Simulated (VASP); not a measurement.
Input of a VASP 6.6.1 run:

File INCAR:

```
SYSTEM = Gd
  PREC = Accurate
  ENCUT = 520
  EDIFF = 1E-6
  ISMEAR = -1
  SIGMA = 0.05
  LREAL = .False.
  LASPH = .True.
  NELM = 150
  ALGO = Normal
  ISIF = 2
  LWAVE = .False.
  LCHARG = .True.
  ISPIN = 2
  MAGMOM = 7 7
  LORBIT = 11
  LMAXMIX = 6
  GGA = PE
  LELF = .True.
  LVHAR = .True.
  NBANDS = 29
```

The input KPOINTS:

```
Automatic mesh
0
Gamma
  12 12 6
  0 0 0
```

File POSCAR:

```
Gd
1.0
    1.8236882691     -3.1587207391      0.0000000000
    1.8236882690      3.1587207392      0.0000000000
    0.0000000000      0.0000000000      5.8375174332
Gd
2
Direct
    0.6666666670      0.3333333330      0.2500000000
    0.3333333330      0.6666666670      0.7500000000
```

Potentials or basis: VASP PAW PBE potentials, release 64 (Gd).

Command:

```bash
$ cat potpaw_PBE.64/Gd/POTCAR > POTCAR
$ mpirun -np 1 vasp_std > vasp.out
```

Question: Predict the site moments.

Answer: Gd +7.00 μB.

Question: What does it give for the net moment?

Answer: 15.33 μB per cell.

 The state reached can hang on the start; a lower one may exist.
